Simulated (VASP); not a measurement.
# Ga (I4/mmm) in VASP: notebook

Runs on Ga. Level: r2SCAN. Tasks: single point.

All numbers are computed with VASP 6.6.1; they aren't measurements. Logs are shortened: lines on timing, memory, paths and dates and some standing lists are left out, and cuts for length are marked.

## (1) The cell of the first run

Symmetry: I4/mmm, No. 139, tetragonal system. Conventional cell: a = 2.712 Å, b = 2.712 Å, c = 4.528 Å, α = 90.00°, β = 90.00°, γ = 90.00°. Within 3.6 Å of Ga (site symmetry 4/mmm) lie 12 Ga at 2.71 to 2.97 Å.

## (2) Single point, r2SCAN

File POSCAR:

```
Ga
1.0
   -1.3561377546      1.3561377546      2.2640427644
    1.3561377546     -1.3561377546      2.2640427644
    1.3561377546      1.3561377546     -2.2640427644
Ga
1
Direct
    0.0000000000      0.0000000000      0.0000000000
```

File INCAR.step1:

```
SYSTEM = Ga
PREC = Accurate ; ENCUT = 520
ISMEAR = -1 ; SIGMA = 0.05
LREAL = .FALSE. ; LASPH = .TRUE.
NELM = 60 ; NBANDS = 12
GGA = PE ; ALGO = Normal
EDIFF = 1E-4 ; LWAVE = .TRUE.
LCHARG = .FALSE.
```

File INCAR.step2:

```
SYSTEM = Ga
PREC = Accurate ; ENCUT = 520
EDIFF = 1E-6 ; ISMEAR = -1
SIGMA = 0.05 ; LREAL = .FALSE.
LASPH = .TRUE. ; NELM = 60
ALGO = Normal ; ISIF = 2
LWAVE = .FALSE. ; LCHARG = .FALSE.
METAGGA = R2SCAN ; LMIXTAU = .TRUE.
NBANDS = 12 ; ISTART = 1
```

File KPOINTS:

```
Automatic mesh
0
G
  13 13 13
  0 0 0
```

Potentials or basis: VASP PAW PBE potentials, release 64 (Ga_d).

Started as:

```console
$ cat potpaw_PBE.64/Ga_d/POTCAR > POTCAR
$ cp INCAR.step1 INCAR
$ mpirun -np 1 vasp_std > vasp.out
$ cp INCAR.step2 INCAR
$ mpirun -np 1 vasp_std > vasp.out
```

OUTCAR:

```text
SYSTEM = Ga
   PREC = Accurate
   ENCUT = 520
   EDIFF = 1E-6
   ISMEAR = -1
   LREAL = .FALSE.
   LASPH = .TRUE.
   NELM = 60
   ISIF = 2
   METAGGA = R2SCAN
   ISTART = 1

 ion  position               nearest neighbor table
   1  0.000  0.000  0.000-

  LATTYP: Found a body centered tetragonal cell.
 ALAT       =     2.7122755092
 C/A-ratio  =     1.6694784558

  Lattice vectors:

 A1 = (  -1.3561377546,   1.3561377546,   2.2640427644)
 A2 = (   1.3561377546,  -1.3561377546,   2.2640427644)
 A3 = (   1.3561377546,   1.3561377546,  -2.2640427644)

Analysis of symmetry for initial positions (statically):
=====================================================================
 Subroutine PRICEL returns:
 Original cell was already a primitive cell.

 Routine SETGRP: Setting up the symmetry group for a
 body centered tetragonal supercell.

 Subroutine GETGRP returns: Found 16 space group operations
 (whereof 16 operations were pure point group operations)
 out of a pool of 16 trial point group operations.

The static configuration has the point symmetry D_4h.

Analysis of symmetry for dynamics (positions and initial velocities):
=====================================================================
 Subroutine PRICEL returns:
 Original cell was already a primitive cell.

 Routine SETGRP: Setting up the symmetry group for a
 body centered tetragonal supercell.

 Subroutine GETGRP returns: Found 16 space group operations
 (whereof 16 operations were pure point group operations)
 out of a pool of 16 trial point group operations.

The dynamic configuration has the point symmetry D_4h.

 Subroutine INISYM returns: Found 16 space group operations
 (whereof 16 operations are pure point group operations),
 and found     1 'primitive' translations

----------------------------------------------------------------------------------------

                                     Primitive cell

  volume of cell :      16.6553

  direct lattice vectors                    reciprocal lattice vectors
    -1.356137755  1.356137755  2.264042764     0.000000000  0.368694108  0.220843885
     1.356137755 -1.356137755  2.264042764     0.368694108  0.000000000  0.220843885
     1.356137755  1.356137755 -2.264042764     0.368694108  0.368694108  0.000000000

  length of vectors
     2.967171862  2.967171862  2.967171862     0.429775950  0.429775950  0.521412208

  position of ions in fractional coordinates (direct lattice)
     0.000000000  0.000000000  0.000000000

  ion indices of the primitive-cell ions
   primitive index   ion index
                 1           1

----------------------------------------------------------------------------------------

 KPOINTS: Automatic mesh

Automatic generation of k-mesh.
 Grid dimensions read from file:
 generate k-points for:   13   13   13

 Generating k-lattice:

  Cartesian coordinates                     Fractional coordinates (reciprocal lattice)
     0.000000000  0.028361085  0.016987991     0.076923077  0.000000000  0.000000000
     0.028361085  0.000000000  0.016987991     0.000000000  0.076923077  0.000000000
     0.028361085  0.028361085  0.000000000     0.000000000  0.000000000  0.076923077

  Length of vectors
     0.033059688  0.033059688  0.040108631

  Shift w.r.t. Gamma in fractional coordinates (k-lattice)
     0.000000000  0.000000000  0.000000000

 Subroutine IBZKPT returns following result:
 ===========================================

 Found    196 irreducible k-points:

 Following reciprocal coordinates:
            Coordinates               Weight
  0.000000  0.000000  0.000000      1.000000
  0.076923 -0.000000  0.000000      8.000000
  0.153846 -0.000000  0.000000      8.000000
  0.230769  0.000000  0.000000      8.000000
  0.307692 -0.000000  0.000000      8.000000
  0.384615  0.000000  0.000000      8.000000
[... 16 lines left out ...]
  0.384615  0.153846  0.000000     16.000000
  0.461538  0.153846  0.000000     16.000000
 [... further k-points ...]
   k-points           NKPTS =    196   k-points in BZ     NKDIM =    196   number of bands    NBANDS=     12
   number of dos      NEDOS =    301   number of ions     NIONS =      1
   total plane-waves  NPLWV =  13824
   dimension x,y,z NGX =    24 NGY =   24 NGZ =   24
   dimension x,y,z NGXF=    48 NGYF=   48 NGZF=   48
   ions per type =               1
   NGX,Y,Z   is equivalent  to a cutoff of  13.45, 13.45, 13.45 a.u.
   NGXF,Y,Z  is equivalent  to a cutoff of  26.89, 26.89, 26.89 a.u.
 SYSTEM =  Ga
   PREC   = accura    normal or accurate (medium, high low for compatibility)
   ISTART =      1    job   : 0-new  1-cont  2-samecut
   ICHARG =      0    charge: 1-file 2-atom 10-const
   ISPIN  =      1    spin polarized calculation?
   LNONCOLLINEAR =      F non collinear calculations
   LSORBIT =      F    spin-orbit coupling
   LASPH  =      T    aspherical Exc in radial PAW
   ENCUT  =  520.0 eV  38.22 Ry    6.18 a.u.   5.52  5.52  5.52*2*pi/ulx,y,z
   NELM   =     60;   NELMIN=  2; NELMDL=  0     # of ELM steps
   EDIFF  = 0.1E-05   stopping-criterion for ELM
   LREAL  =      F    real-space projection
   EDIFFG = 0.1E-04   stopping-criterion for IOM
   NSW    =      0    number of steps for IOM
   IBRION =     -1    ionic relax: 0-MD 1-quasi-New 2-CG
   NFREE  =      0    steps in history (QN), initial steepest desc. (CG)
   ISIF   =      2    stress and relaxation
   ISYM   =      2    0-nonsym 1-usesym 2-fastsym
   POTIM  = 0.5000    time-step for ionic-motion
   TEBEG  =    0.0;   TEEND  =   0.0 temperature during run
   PSTRESS=    0.0 pullay stress
   NELECT =      13.0000    total number of electrons
   NUPDOWN=      -1.0000    fix difference up-down
   EMIN   =  10.00;   EMAX   =-10.00  energy-range for DOS
   EFERMI =   0.00;   METHOD = LEGACY
   ISMEAR =    -1;   SIGMA  =   0.05  broadening in eV -4-tet -1-fermi 0-gaus
   EFERMI_NEDOS =   21; number of points for ismear=-14 and -15
   IALGO  =     38    algorithm
   IMIX   =      4    mixing-type and parameters
     AMIX     =   0.40;   BMIX     =  1.00
     AMIX_MAG =   1.60;   BMIX_MAG =  1.00
  volume/ion in A,a.u.               =      16.66       112.40
  Fermi-wavevector in a.u.,A,eV,Ry     =   1.507319  2.848420 30.912585  2.272011
  Thomas-Fermi vector in A             =   2.617921
   LORBIT       =      0    0 simple, 1 ext, 2 COOP (PROOUT), +10 PAW based schemes
   METAGGA = R2SCAN    functional components
   LHFCALC =     F    Hartree Fock is set to
   AEXX    =    0.0000 exact exchange contribution
   IVDW    =     0    specifies the selected vdW correction
   LEPSILON=     F    determine dielectric tensor
   LRPA    =     F    only Hartree local field effects (RPA)
 non-spin polarized calculation
  energy-cutoff  :      520.00
  volume of cell :       16.66
 maximum number of plane-waves:       469
 NGX is ok and might be reduce to    24
   NGX = 11   NGY = 11   NGZ = 11

 number of electron      13.0000004 magnetization

 Free energy of the ion-electron system (eV)
  ---------------------------------------------------
  ext. energy  EPLUGINS =         0.00000000
  ---------------------------------------------------
  free energy    TOTEN  =       -11.29826706 eV

  energy without entropy =      -11.29517947  energy(sigma->0) =      -11.29672326

 E-fermi :   6.6340     XC(G=0): -12.9154

 val. band max:        6.6291029583   @ k =  -0.3846  -0.3846   0.0769
 cond. band min:       6.6421880031   @ k =  -0.3077  -0.4615   0.3077
 fundamental gap:      0.0130850448
 Fermi energy:         6.6340286417

 k-point     1 :       0.0000    0.0000    0.0000
  band No.  band energies     occupation
      1      -9.0755      2.00000
      2      -8.8858      2.00000
      3      -8.8429      2.00000
      4      -8.8429      2.00000
      5      -8.6424      2.00000
      6      -6.0115      2.00000
      7      21.0323      0.00000
      8      21.2044      0.00000
      9      21.2045      0.00000
     10      24.3274      0.00000
     11      24.4235      0.00000
     12      25.4545      0.00000

 k-point     2 :       0.0769   -0.0000    0.0000
  band No.  band energies     occupation
      1      -9.0633      2.00000
      2      -8.8824      2.00000
      3      -8.8472      2.00000
      4      -8.8351      2.00000
      5      -8.6492      2.00000
      6      -5.8340      2.00000
      7      19.0006      0.00000
      8      20.3354      0.00000
      9      21.0282      0.00000
     10      23.2782      0.00000
     11      24.4995      0.00000
     12      25.9475      0.00000

 k-point     3 :       0.1538   -0.0000    0.0000
  band No.  band energies     occupation
      1      -9.0389      2.00000
      2      -8.8925      2.00000
      3      -8.8336      2.00000
      4      -8.8153      2.00000
      5      -8.6661      2.00000
      6      -5.2955      2.00000
      7      15.4288      0.00000
      8      18.9784      0.00000
      9      20.6995      0.00000
     10      22.3434      0.00000
     11      23.7549      0.00000
     12      27.1996      0.00000
[... 286 lines left out ...]
 k-point    23 :       0.3846    0.1538    0.0000
  band No.  band energies     occupation
      1      -9.0054      2.00000
      2      -8.9439      2.00000
      3      -8.8383      2.00000
      4      -8.7055      2.00000
      5      -8.6324      2.00000
      6       0.2105      2.00000
      7       4.7926      2.00000
      8      13.9455      0.00000
      9      15.3090      0.00000
     10      20.9335      0.00000
     11      22.5528      0.00000
     12      28.8006      0.00000

 k-point    24 :       0.4615    0.1538    0.0000
  band No.  band energies     occupation
      1      -9.0257      2.00000
      2      -8.9372      2.00000
      3      -8.8500      2.00000
      4      -8.7106      2.00000
      5      -8.5928      2.00000
      6       2.0959      2.00000
      7       2.5827      2.00000
      8      13.8921      0.00000
      9      15.8249      0.00000
     10      19.9524      0.00000
     11      22.4859      0.00000
     12      29.5529      0.00000

 [... further k-points ...]
[... 5 lines left out ...]
  --------------------------------------------------------------------------------------
  -------------------------------------------------------------------------------------
  Total        0.5488701      0.5488701      0.3999882      0.0000000     -0.0000000      0.0000000
  in kB       52.7992696     52.7992696     38.4773817      0.0000000     -0.0000000      0.0000000
  external PRESSURE =      48.0253069 kB  Pullay stress =       0.0000000 kB

 VOLUME and BASIS-vectors are now :
 -----------------------------------------------------------------------------
  energy-cutoff  :      520.00
  volume of cell :       16.66
      direct lattice vectors                 reciprocal lattice vectors
    -1.356137755  1.356137755  2.264042764     0.000000000  0.368694108  0.220843885
     1.356137755 -1.356137755  2.264042764     0.368694108  0.000000000  0.220843885
     1.356137755  1.356137755 -2.264042764     0.368694108  0.368694108  0.000000000

 POSITION                                       TOTAL-FORCE (eV/Angst)
 -----------------------------------------------------------------------------------
      0.00000      0.00000      0.00000         0.000000     -0.000000      0.000000
 -----------------------------------------------------------------------------------
    total drift:                                0.000000      0.000000     -0.000000

  FREE ENERGIE OF THE ION-ELECTRON SYSTEM (eV)
  ---------------------------------------------------
  free  energy   TOTEN  =       -11.2982670560 eV

  energy  without entropy=      -11.2951794738  energy(sigma->0) =      -11.29672326
```

Run time: 46 s. Hardware: 1 thread of Intel Xeon 6975P-C (Granite Rapids), shared host; peak memory 0.17 GiB.

Results:

```
Free energy : -11.2983 eV
Pressure    : 4.8 GPa
```

Stress tensor (GPa, compression positive):
```
5.28 0.00 0.00
0.00 5.28 0.00
0.00 0.00 3.85
```

Caveat: the PAW data sets were made with another functional, which shifts forces and pressure a little.

## (3) Single point, r2SCAN

This run uses another cell than the first one, of 17.01 Å³/atom, 1.021 times its volume.

File POSCAR:

```
Ga
1.0
   -1.3656883352      1.3656883352      2.2799872528
    1.3656883352     -1.3656883352      2.2799872528
    1.3656883352      1.3656883352     -2.2799872528
Ga
1
Direct
    0.0000000000      0.0000000000      0.0000000000
```

File INCAR.step1:

```
SYSTEM = Ga
PREC = Accurate
ENCUT = 520
ISMEAR = -1
SIGMA = 0.05
LREAL = .FALSE.
LASPH = .TRUE.
NELM = 80
NBANDS = 12
GGA = PE
ALGO = Normal
EDIFF = 1E-4
LWAVE = .TRUE.
LCHARG = .FALSE.
```

File INCAR.step2:

```
SYSTEM = Ga
PREC = Accurate
ENCUT = 520
EDIFF = 1E-6
ISMEAR = -1
SIGMA = 0.05
LREAL = .FALSE.
LASPH = .TRUE.
NELM = 80
ALGO = Normal
ISIF = 2
LWAVE = .FALSE.
LCHARG = .FALSE.
METAGGA = R2SCAN
LMIXTAU = .TRUE.
NBANDS = 12
ISTART = 1
```

File KPOINTS:

```
regular mesh
0
G
  13 13 13
  0 0 0
```

Potentials or basis: VASP PAW PBE potentials, release 64 (Ga_d).

Started as:

```console
$ cat potpaw_PBE.64/Ga_d/POTCAR > POTCAR
$ cp INCAR.step1 INCAR
$ mpirun -np 1 vasp_std > vasp.out
$ cp INCAR.step2 INCAR
$ mpirun -np 1 vasp_std > vasp.out
```

Run time: 46 s. Hardware: 1 thread of Intel Xeon 6975P-C (Granite Rapids), shared host; peak memory 0.16 GiB.

It converged, with:

```yaml
Free_energy: -11.3069 eV
Pressure: 3.1 GPa
```

Stress tensor (GPa, compression positive):
```
3.35 0.00 0.00
0.00 3.35 0.00
0.00 0.00 2.59
```

Levels at points of the mesh, in eV from the Fermi level:
| k point | band 4 | band 5 | band 6 | band 7 | band 8 | band 9 |
| --- | --- | --- | --- | --- | --- | --- |
| (0.00, 0.00, 0.00) | -15.45 | -15.26 | -12.45 | 14.11 | 14.31 | 14.31 |

Caveat: the PAW data sets were made with another functional, which shifts forces and pressure a little.

## (4) Single point, r2SCAN

This run uses another cell than the first one, of 17.36 Å³/atom, 1.043 times its volume.

File POSCAR:

```
Ga
1.0
   -1.3751071731      1.3751071731      2.2957117997
    1.3751071731     -1.3751071731      2.2957117997
    1.3751071731      1.3751071731     -2.2957117997
Ga
1
Direct
    0.0000000000      0.0000000000      0.0000000000
```

File INCAR.step1:

```
PREC = Accurate
ENCUT = 520
ISMEAR = -1
SIGMA = 0.05
LREAL = F
LASPH = T
NELM = 100
NBANDS = 12
GGA = PE
ALGO = Normal
EDIFF = 1E-4
LWAVE = T
LCHARG = F
```

File INCAR.step2:

```
PREC = Accurate
ENCUT = 520
EDIFF = 1E-7
ISMEAR = -1
SIGMA = 0.05
LREAL = F
LASPH = T
NELM = 100
ALGO = Normal
ISIF = 2
LWAVE = F
LCHARG = F
METAGGA = R2SCAN
LMIXTAU = T
NBANDS = 12
ISTART = 1
```

File KPOINTS:

```
Automatic mesh
0
Gamma
  13 13 13
```

Started as:

```console
$ cat potpaw_PBE.64/Ga_d/POTCAR > POTCAR
$ cp INCAR.step1 INCAR
$ mpirun -np 1 vasp_std > vasp.out
$ cp INCAR.step2 INCAR
$ mpirun -np 1 vasp_std > vasp.out
```

Run time: 50 s. Hardware: 1 thread of Intel Xeon 6975P-C (Granite Rapids), shared host; peak memory 0.16 GiB.

It converged, with:

- Free energy: -11.3119 eV
- Pressure: 1.6 GPa

Stress tensor (GPa, compression positive):
```
1.64 0.00 0.00
0.00 1.64 0.00
0.00 0.00 1.41
```

Levels at points of the mesh, in eV from the Fermi level:
```tsv
k point	band 2	band 3	band 4	band 5	band 6	band 7	band 8	band 9	band 10	band 11
(0.00, 0.00, 0.00)	-15.46	-15.42	-15.42	-15.24	-12.27	13.83	14.06	14.06	17.27	17.57
```

Caveat: the PAW data sets were made with another functional, which shifts forces and pressure a little.

## (5) Summary

| cell | gap on the mesh (eV) | pressure (GPa) |
| --- | --- | --- |
| a = 2.967 Å, angles 125.6, 125.6, 80.5°, 1 atom | none | 4.8 |
| a = 2.988 Å, angles 125.6, 125.6, 80.5°, 1 atom | none | 3.1 |
| a = 3.009 Å, angles 125.6, 125.6, 80.5°, 1 atom | none | 1.6 |

Alike in all rows: task single point; level r2SCAN; potentials or basis VASP PAW PBE potentials, release 64 (Ga_d); no spin polarisation; k mesh 13 × 13 × 13; cutoff (eV) 520; smearing fermi-dirac 0.05 eV.

Caveats: the PAW data sets were made with another functional, which shifts forces and pressure a little.

Absolute energies hang on the potentials; compare differences alone.
